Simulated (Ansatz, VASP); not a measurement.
Mg: VASP beside Ansatz

```
CELL_PARAMETERS angstrom
3.19061 0.00000 0.00000
-1.59531 2.76315 0.00000
0.00000 0.00000 5.12992
ATOMIC_POSITIONS crystal
Mg 0.33333 0.66667 0.25000
Mg 0.66667 0.33333 0.75000
```

Alike in both runs: functional r2SCAN; k mesh 15 × 15 × 8; occupations fermi-dirac, width 0.15 eV; no spin polarisation.

Ansatz relaxed the structure, and its values are those at the end. VASP's run is a single point on that final structure, the one shown.

```csv
,VASP,Ansatz
version,VASP 6.6.1,Ansatz 0.2.0
potentials or method,"VASP PAW PBE potentials, release 64 (Mg), cutoff 520 eV","scalar-relativistic, plane waves, PAW"
valence electrons in the cell,4,20
```

|  | VASP | Ansatz | Ansatz less VASP |
| --- | --- | --- | --- |
| gap on the k mesh at the Fermi level (eV) | none | none | - |
| pressure (GPa) | -0.3 | 0.0 | +0.27 |

VASP's potentials were made for PBE, not for r2SCAN. A gap of «none» marks a metal or a gap that the smearing closes. VASP's potentials hold 4 valence electrons a cell and Ansatz's 20, so a difference there can come from the potentials and not from the codes.
